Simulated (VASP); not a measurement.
A run of VASP 6.6.1:

INCAR

```
SYSTEM = NiMoIrPdW
ALGO = Normal
EDIFF = 1E-6
ENCUT = 520
GGA = PE
ISIF = 2
ISMEAR = -1
ISPIN = 2
IVDW = 12
LASPH = .TRUE.
LCHARG = .FALSE.
LMAXMIX = 4
LORBIT = 11
LREAL = .FALSE.
LWAVE = .FALSE.
MAGMOM = 1 1 0 0.6 0
NBANDS = 40
NELM = 150
PREC = Accurate
SIGMA = 0.05
```

Contents of KPOINTS:

```
k-points
0
G
  8 8 2
  0 0 0
```

Contents of POSCAR:

```
NiMoIrPdW
1.0
    2.7369630564      0.0000000000      0.0000000000
   -1.3684815282      2.3702795361      0.0000000000
    0.0000000000      0.0000000000     11.1919523589
Ni Mo Pd Ir W
1 1 1 1 1
Direct
    0.0000000000      0.0000000000      0.7105151316
    0.6666666667      0.3333333333      0.2953060949
    0.6666666667      0.3333333333      0.8985632030
    0.0000000000      0.0000000000      0.1035932230
    0.6666666667      0.3333333333      0.5297023476
```

Potentials or basis: VASP PAW PBE potentials, release 64 (Ni, Mo_sv, Pd, Ir, W_sv).

Run with:

```console
$ cat potpaw_PBE.64/Ni/POTCAR potpaw_PBE.64/Mo_sv/POTCAR potpaw_PBE.64/Pd/POTCAR potpaw_PBE.64/Ir/POTCAR potpaw_PBE.64/W_sv/POTCAR > POTCAR
$ mpirun -np 1 vasp_std > vasp.out
```

Hardware: 1 thread of AMD EPYC 7R13 (shared host).

Q: How long does it take, and how much memory?

A: Wall time 5.8 min on 1 thread of AMD EPYC 7R13 (shared host), peak memory 0.26 GiB. Counts: scf iterations 22, k points 20.
